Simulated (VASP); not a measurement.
Runs of VASP 6.6.1 on Li2BeS3. The structure is that of space group P-3m1 (No. 164), or close to it. The cells are those of the table. 

```csv
task,cell,k mesh,cutoff (eV),gap on the mesh (eV),pressure (GPa),relaxed volume (Å³/atom),largest force (eV/Å)
single point,"a = 3.414, b = 3.414, c = 8.362 Å, angles 90.0, 90.0, 120.0°, 6 atoms",6 × 6 × 2,520,none,-,-,1.58
single point,"a = 3.181, b = 3.181, c = 9.796 Å, angles 90.0, 90.0, 120.0°, 6 atoms",15 × 15 × 4,520,none,-,-,0.01
relaxation of cell and atoms,"relaxed from a = 3.414, b = 3.414, c = 8.362 Å, angles 90.0, 90.0, 120.0°, 6 atoms",6 × 6 × 2,600,none,0.0,(a),0.02
single point,"a = 3.193, b = 3.193, c = 9.743 Å, angles 90.0, 90.0, 120.0°, 6 atoms",6 × 6 × 2,520,none,-,-,0.01
relaxation of cell and atoms,"relaxed from a = 3.193, b = 3.193, c = 9.743 Å, angles 90.0, 90.0, 120.0°, 6 atoms",15 × 15 × 4,600,none,0.0,14.30,0.01
```

Alike in all rows: level PBE; potentials or basis VASP PAW PBE potentials, release 64 (Li_sv, Be, S); no spin polarisation; smearing gaussian 0.1 eV.

Question: Estimate the missing entries.

Answer: (a) 14.32.

Caveats: some runs use coarse meshes; the cutoff is under 1.25 times the usual one of these potentials, so pressure, stress and relaxed cells hold a basis-set (Pulay) error; forces of over 1 eV/Å act on the atoms, so gaps and moduli don't describe the material at rest (some runs).

A gap of «none» marks levels without a gap at the run's occupations.
